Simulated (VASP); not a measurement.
# Cd7W (Fm-3m) in VASP: notebook, part 2 of 2

VASP 6.6.1.

## Step 4: Single point, PBE

This run uses another cell than the first one, of 20.50 Å³/atom.

Contents of INCAR:

```
PREC     = Accurate       # precision mode
ENCUT    = 520            # plane-wave cutoff, eV
EDIFF    = 1E-6           # SCF threshold, eV
ISMEAR   = 0              # smearing method
SIGMA    = 0.1            # smearing width, eV
LREAL    = False          # projectors in reciprocal space
LASPH    = True           # aspherical terms in the spheres
NELM     = 60             # most SCF steps
ALGO     = Fast           # electronic algorithm
ISIF     = 2              # what is computed and relaxed
LWAVE    = False          # write WAVECAR
LCHARG   = False          # write CHGCAR
GGA      = PE             # functional
NBANDS   = 59             # bands
```

Contents of KPOINTS:

```
Automatic mesh
0
Gamma
  8 8 8
```

Contents of POSCAR:

```
Cd7W
1.0
    0.0000000000      4.3447899680      4.3447899680
    4.3447899680      0.0000000000      4.3447899680
    4.3447899680      4.3447899680      0.0000000000
Cd W
7 1
Direct
    0.5000000000      0.0000000000      0.0000000000
    0.0000000000      0.5000000000      0.5000000000
    0.0000000000      0.5000000000      0.0000000000
    0.5000000000      0.0000000000      0.5000000000
    0.0000000000      0.0000000000      0.5000000000
    0.5000000000      0.5000000000      0.0000000000
    0.0000000000      0.0000000000      0.0000000000
    0.5000000000      0.5000000000      0.5000000000
```

Potentials or basis: VASP PAW PBE potentials, release 64 (Cd, W_sv).

On the command line:

```sh
$ cat potpaw_PBE.64/Cd/POTCAR potpaw_PBE.64/W_sv/POTCAR > POTCAR
$ mpirun -np 1 vasp_std > vasp.out
```

OUTCAR:

```text
PREC = Accurate
   ENCUT = 520
   EDIFF = 1E-6
   ISMEAR = 0
   LREAL = False
   LASPH = True
   NELM = 60
   ISIF = 2
   GGA = PE

 ion  position               nearest neighbor table
   1  0.500  0.000  0.000-   4 3.07   6 3.07   7 3.07   4 3.07   5 3.07   8 3.07   3 3.07   6 3.07
                             8 3.07   3 3.07   5 3.07   7 3.07
   2  0.000  0.500  0.500-   3 3.07   5 3.07   8 3.07   3 3.07   6 3.07   7 3.07   4 3.07   5 3.07
                             7 3.07   4 3.07   6 3.07   8 3.07
   3  0.000  0.500  0.000-   2 3.07   6 3.07   7 3.07   2 3.07   5 3.07   8 3.07   1 3.07   5 3.07
                             7 3.07   1 3.07   6 3.07   8 3.07
   4  0.500  0.000  0.500-   1 3.07   5 3.07   8 3.07   1 3.07   6 3.07   7 3.07   2 3.07   6 3.07
                             8 3.07   2 3.07   5 3.07   7 3.07
   5  0.000  0.000  0.500-   2 3.07   4 3.07   7 3.07   1 3.07   3 3.07   7 3.07   2 3.07   3 3.07
                             8 3.07   1 3.07   4 3.07   8 3.07
   6  0.500  0.500  0.000-   1 3.07   3 3.07   8 3.07   2 3.07   4 3.07   8 3.07   1 3.07   4 3.07
                             7 3.07   2 3.07   3 3.07   7 3.07
   7  0.000  0.000  0.000-   1 3.07   3 3.07   5 3.07   2 3.07   4 3.07   5 3.07   2 3.07   3 3.07
                             6 3.07   1 3.07   4 3.07   6 3.07
   8  0.500  0.500  0.500-   2 3.07   4 3.07   6 3.07   1 3.07   3 3.07   6 3.07   1 3.07   4 3.07
                             5 3.07   2 3.07   3 3.07   5 3.07

  LATTYP: Found a face centered cubic cell.
 ALAT       =     8.6895799360

  Lattice vectors:

 A1 = (   0.0000000000,   4.3447899680,   4.3447899680)
 A2 = (   4.3447899680,   0.0000000000,   4.3447899680)
 A3 = (   4.3447899680,   4.3447899680,   0.0000000000)

Analysis of symmetry for initial positions (statically):
=====================================================================
 Subroutine PRICEL returns:
 Original cell was already a primitive cell.

 Routine SETGRP: Setting up the symmetry group for a
 face centered cubic supercell.

 Subroutine GETGRP returns: Found 48 space group operations
 (whereof 48 operations were pure point group operations)
[... 151 lines left out ...]
  Thomas-Fermi vector in A             =   2.503838
   LORBIT       =      0    0 simple, 1 ext, 2 COOP (PROOUT), +10 PAW based schemes
   GGA     = PE    functional components
   LHFCALC =     F    Hartree Fock is set to
   AEXX    =    0.0000 exact exchange contribution
   IVDW    =     0    specifies the selected vdW correction
   LEPSILON=     F    determine dielectric tensor
   LRPA    =     F    only Hartree local field effects (RPA)
 non-spin polarized calculation
 RMM-DIIS sequential band-by-band and
 Gauss-broadening in eV      SIGMA  =   0.10
  energy-cutoff  :      520.00
  volume of cell :      164.03
 maximum number of plane-waves:      4477
 NGX is ok and might be reduce to    48
   NGX = 23   NGY = 23   NGZ = 23

 number of electron      98.0000003 magnetization

 Free energy of the ion-electron system (eV)
  ---------------------------------------------------
  ext. energy  EPLUGINS =         0.00000000
  ---------------------------------------------------
  free energy    TOTEN  =       -15.86353832 eV

  energy without entropy =      -15.84313181  energy(sigma->0) =      -15.85333507

 E-fermi :   3.6225     XC(G=0): -11.4354

 val. band max:        3.6105342069   @ k =   0.5000   0.3750   0.1250
 cond. band min:       3.6265545341   @ k =   0.2500   0.2500   0.0000
 fundamental gap:      0.0160203272
 Fermi energy:         3.6225301449

 k-point     1 :       0.0000    0.0000    0.0000
  band No.  band energies     occupation
      1     -70.3416      2.00000
      2     -34.4866      2.00000
      3     -34.4866      2.00000
      4     -34.4866      2.00000
      5      -6.1912      2.00000
      6      -6.1912      2.00000
[... 1477 lines left out ...]
     58       9.0345      0.00000
     59       9.1963      0.00000

 [... further k-points ...]
[... 5 lines left out ...]
  --------------------------------------------------------------------------------------
  -------------------------------------------------------------------------------------
  Total        0.4283240      0.4283240      0.4283240     -0.0000000     -0.0000000     -0.0000000
  in kB        4.1835657      4.1835657      4.1835657     -0.0000000     -0.0000000     -0.0000000
  external PRESSURE =       4.1835657 kB  Pullay stress =       0.0000000 kB

 VOLUME and BASIS-vectors are now :
 -----------------------------------------------------------------------------
  energy-cutoff  :      520.00
  volume of cell :      164.03
      direct lattice vectors                 reciprocal lattice vectors
     0.000000000  4.344789968  4.344789968    -0.115080361  0.115080361  0.115080361
     4.344789968  0.000000000  4.344789968     0.115080361 -0.115080361  0.115080361
     4.344789968  4.344789968  0.000000000     0.115080361  0.115080361 -0.115080361

 POSITION                                       TOTAL-FORCE (eV/Angst)
 -----------------------------------------------------------------------------------
      0.00000      2.17239      2.17239         0.000000     -0.000000      0.000000
      4.34479      2.17239      2.17239        -0.000000     -0.000000      0.000000
      2.17239      0.00000      2.17239        -0.000000      0.000000     -0.000000
      2.17239      4.34479      2.17239        -0.000000      0.000000     -0.000000
      2.17239      2.17239      0.00000        -0.000000      0.000000      0.000000
      2.17239      2.17239      4.34479        -0.000000      0.000000      0.000000
      0.00000      0.00000      0.00000        -0.000000     -0.000000      0.000000
      4.34479      4.34479      4.34479         0.000000     -0.000000      0.000000
 -----------------------------------------------------------------------------------
    total drift:                                0.000000      0.000000      0.000000

  FREE ENERGIE OF THE ION-ELECTRON SYSTEM (eV)
  ---------------------------------------------------
  free  energy   TOTEN  =       -15.8635383234 eV

  energy  without entropy=      -15.8431318108  energy(sigma->0) =      -15.85333507
```

stdout:

```text
POSCAR found type information on POSCAR CdW
 POSCAR found :  2 types and       8 ions
 scaLAPACK will be used
 LDA part: xc-table for (Slater+PW92), standard interpolation
 POSCAR, INCAR and KPOINTS ok, starting setup
 FFT: planning ... GRIDC
 FFT: planning ... GRID_SOFT
 FFT: planning ... GRID
 WAVECAR not read
 entering main loop
```

It took 3.3 min on 1 thread of Intel Xeon 6975P-C (Granite Rapids), shared host; peak memory 0.44 GiB.

What came out:

| Property | Result |
| --- | --- |
| Free energy | -15.8635 eV |
| Pressure | 0.4 GPa |
| Band gap on the k mesh | zero (bands 49 and 50 overlap by 0.80 eV) |

Caveat: spin-orbit coupling is left out, which moves the levels of the heavy elements.

## Step 5: Relaxation of cell and atoms, PBE

Contents of INCAR:

```
ALGO = Fast ; EDIFF = 1E-6
EDIFFG = -0.04 ; ENCUT = 600
GGA = PE ; IBRION = 2
ISIF = 3 ; ISMEAR = 0
LASPH = True ; LCHARG = False
LREAL = False ; LWAVE = False
NELM = 60 ; NSW = 90
PREC = Accurate ; SIGMA = 0.1
```

Contents of KPOINTS:

```
k-points
0
Gamma
  4 4 4
```

Edit POSCAR of step 4 so:

```diff
@@ -2,5 +2,5 @@
 1.0
-    0.0000000000      4.3447899680      4.3447899680
-    4.3447899680      0.0000000000      4.3447899680
-    4.3447899680      4.3447899680      0.0000000000
+    0.0000000000      4.8561069200      4.8561069200
+    4.8561069200      0.0000000000      4.8561069200
+    4.8561069200      4.8561069200      0.0000000000
 Cd W
```

On the command line:

```sh
$ cat potpaw_PBE.64/Cd/POTCAR potpaw_PBE.64/W_sv/POTCAR > POTCAR
$ mpirun -np 1 vasp_std > vasp.out
```

Run time: 4.7 min. Hardware: 1 thread of Intel Xeon 6975P-C (Granite Rapids), shared host; peak memory 0.47 GiB.

The run converged. Its results:

| Item | Value |
| --- | --- |
| Free energy | -15.7954 eV |
| Relaxed volume | 20.75 Å³/atom |
| Relaxed cell | a = 6.169 Å, b = 6.169 Å, c = 6.169 Å, α = 60.00°, β = 60.00°, γ = 60.00° |
| Space group after relaxing (to 0.1 Å) | Fm-3m (No. 225) |
| Energy gained by relaxing | 357.8 meV/atom |
| Ionic steps | 3 |
| Pressure after relaxing | -0.2 GPa |
| Band gap on the k mesh | zero (bands 49 and 50 overlap by 0.50 eV) |

The path:
| step | energy change (eV) | largest force (eV/Å) | pressure (GPa) | volume (Å³) |
| --- | --- | --- | --- | --- |
| 1 | 0.0000 | 0.0000 | -10.08 | 229.03 |
| 2 | -2.7647 | 0.0000 | -3.39 | 174.38 |
| 3 | -2.8624 | 0.0000 | -0.18 | 166.04 |

Final structure:
```xyz
8
Lattice="0.0000 4.3624 4.3624 4.3624 0.0000 4.3624 4.3624 4.3624 0.0000" Properties=species:S:1:pos:R:3 pbc="T T T"
Cd    0.0000    2.1812    2.1812
Cd    4.3624    2.1812    2.1812
Cd    2.1812    0.0000    2.1812
Cd    2.1812    4.3624    2.1812
Cd    2.1812    2.1812    0.0000
Cd    2.1812    2.1812    4.3624
Cd    0.0000    0.0000    0.0000
W     4.3624    4.3624    4.3624
```

Levels at points of the mesh, in eV from the Fermi level:
```tsv
k point	band 45	band 46	band 47	band 48	band 49	band 50	band 51	band 52	band 53	band 54
(0.00, 0.00, 0.00)	-2.02	-2.02	-2.02	-0.61	-0.61	-0.40	-0.32	-0.32	-0.32	2.20
(0.50, 0.00, 0.00)	-2.32	-1.85	-1.85	-0.81	-0.81	1.11	1.11	1.24	2.48	2.55
(0.50, 0.50, 0.00)	-3.71	-0.90	-0.90	-0.42	0.10	1.16	2.53	2.82	2.82	3.09
```

Caveat: the volume moved by over 15 % at a fixed basis, so the end points are rough; spin-orbit coupling is left out, which moves the levels of the heavy elements.

## Step 6: Summary

| task | cell | k mesh | cutoff (eV) | gap on the mesh (eV) | pressure (GPa) |
| --- | --- | --- | --- | --- | --- |
| single point | a = 6.868 Å, angles 60.0°, 8 atoms | 4 × 4 × 4 | 520 | none | -10.0 |
| single point | a = 6.155 Å, angles 60.0°, 8 atoms | 4 × 4 × 4 | 520 | none | 0.3 |
| single point | a = 6.144 Å, angles 60.0°, 8 atoms | 8 × 8 × 8 | 520 | none | 0.4 |
| relaxation of cell and atoms | relaxed from a = 6.868 Å, angles 60.0°, 8 atoms | 4 × 4 × 4 | 600 | none | -0.2 |

Alike in all rows: level PBE; potentials or basis VASP PAW PBE potentials, release 64 (Cd, W_sv); no spin polarisation; smearing gaussian 0.1 eV.

Caveats: spin-orbit coupling is left out, which moves the levels of the heavy elements; the cell stands under tension (at least some runs); the volume moved by over 15 % at a fixed basis, so the end points are rough (at least some runs).

Total energies depend on the potentials used, so only differences within one code and one set of settings carry meaning.

The gap in the log of VASP goes by the Fermi energy; the results here count the filled bands.